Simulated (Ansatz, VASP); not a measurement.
Ti in VASP and in Ansatz

```
CELL_PARAMETERS angstrom
0.00000 2.05515 2.03460
2.05515 0.00000 2.03460
2.05515 2.05515 0.00000
ATOMIC_POSITIONS crystal
Ti 0.00000 0.00000 0.00000
```

Change from the starting cell: strain -0.0100 x Voigt [0, 0, 1, 0, 0, 0], atoms carried along.

Alike in both runs: task single point; functional r2SCAN; k mesh 26 × 26 × 26; occupations gaussian, width 0.15 eV; no spin polarisation.

```csv
,VASP,Ansatz
version,VASP 6.6.1,Ansatz 0.2.0
potentials or method,"VASP PAW PBE potentials, release 64 (Ti_sv), cutoff 520 eV","scalar-relativistic, plane waves, PAW"
valence electrons in the cell,12,12
```

|  | VASP | Ansatz | Ansatz less VASP |
| --- | --- | --- | --- |
| gap on the k mesh at the Fermi level (eV) | none | none | - |
| pressure (GPa) | 1.6 | 1.2 | -0.41 |
| traceless stress, the component that is largest in VASP (GPa) | 0.23 | 0.23 | -0.002 |

VASP's potentials were made for PBE, not for r2SCAN. A gap of «none» marks a metal or a gap that the smearing closes.
